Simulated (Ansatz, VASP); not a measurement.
## Two plane-wave programs on Nb

Contents of INCAR:

```
SYSTEM = Nb
PREC = Accurate
ENCUT = 520
EDIFF = 1E-6
ISMEAR = 0
SIGMA = 0.15
LREAL = .FALSE.
LASPH = .TRUE.
NELM = 60
ALGO = Fast
ISIF = 2
LWAVE = .FALSE.
LCHARG = .FALSE.
GGA = PE
NBANDS = 12
```

KPOINTS

```
Automatic mesh
0
G
  20 20 20
  0 0 0
```

POSCAR

```
Nb
1.0
   -1.6639500000      1.5890722500      1.6639500000
    1.6639500000     -1.5890722500      1.6639500000
    1.6639500000      1.5890722500     -1.6639500000
Nb
1
Direct
    0.0000000000      0.0000000000      0.0000000000
```

Input for Ansatz:

```yaml
crystal:
  lattice:
    - [-1.66395, 1.58907225, 1.66395]
    - [1.66395, -1.58907225, 1.66395]
    - [1.66395, 1.58907225, -1.66395]
  atoms:
    - { symbol: Nb, position: [0.0, 0.0, 0.0] }
basis:
  ecutwfc: 420
kpoints:
  mp_grid: { grid: [20, 20, 20] }
hamiltonian:
  xc: pbe
scf:
  occupations: { method: gaussian, width: 0.15 }
output:
  forces: true
  stress: true
  eigenvalues: true
  write_density: true
  write_potential: true
  elf: true
  volumetric_format: npy
```

Change from the starting cell: strain -0.0450 x Voigt [0, 1, 0, 0, 0, 0], atoms carried along.

Alike in both runs: task single point; functional PBE; k mesh 20 × 20 × 20; occupations gaussian, width 0.15 eV; no spin polarisation.

|  | VASP | Ansatz |
| --- | --- | --- |
| version | VASP 6.6.1 | Ansatz 0.2.0 |
| potentials or method | VASP PAW PBE potentials, release 64 (Nb_sv), cutoff 520 eV | scalar-relativistic, plane waves, PAW |
| valence electrons in the cell | 13 | 13 |

|  | VASP | Ansatz | Ansatz less VASP |
| --- | --- | --- | --- |
| gap on the k mesh at the Fermi level (eV) | none | none | - |
| pressure (GPa) | 5.2 | 5.5 | +0.28 |
| traceless stress, the component that is largest in VASP (GPa) | 3.16 | 3.17 | +0.010 |

A gap of «none» marks a metal or a gap that the smearing closes. With one functional, cell and mesh, what is left measures potentials, basis and numerics.
